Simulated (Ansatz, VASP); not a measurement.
# MnO2 in VASP and in Ansatz

```
CELL_PARAMETERS angstrom
4.40042 0.00000 0.00000
0.00000 4.40042 0.00000
0.00000 0.00000 2.86708
ATOMIC_POSITIONS crystal
Mn 0.50000 0.50000 0.50000
Mn 0.00000 0.00000 0.00000
O 0.80492 0.19508 0.50000
O 0.69508 0.69508 0.00000
O 0.19508 0.80492 0.50000
O 0.30492 0.30492 0.00000
```

Alike in both runs: task single point; functional PBEsol; k mesh 6 × 6 × 9; occupations fermi-dirac, width 0.05 eV; collinear spin.

|  | VASP | Ansatz |
| --- | --- | --- |
| version | VASP 6.6.1 | Ansatz 0.2.0 |
| potentials or method | VASP PAW PBE potentials, release 64 (Mn_pv, O) | Ansatz PAW |
| plane-wave cutoff (eV) | 520 | 420 |
| valence electrons in the cell | 50 | 54 |

VASP gave:

```
gap on the k mesh at the Fermi level (eV)                     : none
pressure (GPa)                                                : -5.6
traceless stress, the component that is largest in VASP (GPa) : -1.29
rms of the force components (eV/Å)                            : 0.043
net moment per atom (μB)                                      : 0.00
size of the moment on the site where the two differ most (μB) : 2.47
```

Q: Estimate Ansatz's values.

A: gap on the k mesh at the Fermi level (eV): none; pressure (GPa): -6.3; traceless stress, the component that is largest in VASP (GPa): -1.48; rms of the force components (eV/Å): 0.028; net moment per atom (μB): 0.00; size of the moment on the site where the two differ most (μB): 2.19.

VASP's potentials were made for PBE, not for PBEsol. Site moments also hang on the region over which each program counts them. Atom by atom the forces differ by 0.014 eV/Å (rms over components). A gap of «none» marks a metal or a gap that the smearing closes. VASP's potentials hold 50 valence electrons a cell and Ansatz's 54, so a difference there can come from the potentials and not from the codes.
